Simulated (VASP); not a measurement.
Set up this calculation in VASP 6.6.1, as the native input.

* Task: single point
* Functional: HSE06
* Potentials or basis: VASP PAW PBE potentials, release 64 (C)
* Cutoff: 520 eV
* k mesh: 8 × 8 × 8
* Occupations: gaussian, width 0.01 eV
* Spin: no spin polarisation
* Dipole correction: no
* Grid for exact exchange (PRECFOCK): Normal
* Further INCAR settings: ALGO = Normal; EDIFF = 1e-06; NBANDS = 11
* Share of exact exchange: 0.25
* Screening parameter: 0.2079 1/Å

The system is C.

```
C
1.0
     0.04290    1.78012    1.78012
     1.78012    0.04290    1.78012
     1.82303    1.82303    0.00000
C
2
Direct
  0.00039 0.00039 0.99961
  0.24961 0.24961 0.25039
```

This cell differs from its parent crystal: shear xy strain +4.8%.

One way to write it, as run:

POSCAR

```
C
1.0
    0.0429009918      1.7801241411      1.7801241411
    1.7801241411      0.0429009918      1.7801241411
    1.8230251329      1.8230251329      0.0000000000
C
2
Direct
    0.0003893714      0.0003893714     -0.0003893714
    0.2496106286      0.2496106286      0.2503893714
```

INCAR.step1

```
SYSTEM = C
ALGO = Normal
EDIFF = 1E-5
ENCUT = 520
GGA = PE
ISIF = 2
ISMEAR = 0
LASPH = .True.
LCHARG = .False.
LREAL = .False.
LWAVE = .True.
NBANDS = 11
NELM = 80
PREC = Accurate
SIGMA = 0.01
```

INCAR.step2

```
SYSTEM = C
ALGO = Normal
EDIFF = 1E-6
ENCUT = 520
GGA = PE
HFSCREEN = 0.2079
ISIF = 2
ISMEAR = 0
ISTART = 1
LASPH = .True.
LCHARG = .False.
LHFCALC = .True.
LREAL = .False.
LWAVE = .False.
NBANDS = 11
NELM = 80
PREC = Accurate
PRECFOCK = Normal
SIGMA = 0.01
```

KPOINTS

```
k-points
0
Gamma
  8 8 8
  0 0 0
```

Potentials or basis: VASP PAW PBE potentials, release 64 (C).

The run is started by

```console
$ cat potpaw_PBE.64/C/POTCAR > POTCAR
$ cp INCAR.step1 INCAR
$ mpirun -np 1 vasp_std > vasp.out
$ cp INCAR.step2 INCAR
$ mpirun -np 1 vasp_std > vasp.out
```

Results of the run:

The pressure is -3.7 GPa, the largest force is 0.068 eV/Å and the band gap on the k mesh is 4.91 eV (least direct gap 6.21 eV).

Caveat: the cell differs from its parent crystal (shear xy strain +4.8%); the cell stands under tension; the PAW data sets were made with another functional, which shifts forces and pressure a little.

Wall time 34 min on 1 thread of Intel(R) Xeon(R) Platinum 8259CL CPU @ 2.50GHz (Skylake/Cascade Lake), with other jobs on the host, peak memory 0.23 GiB.
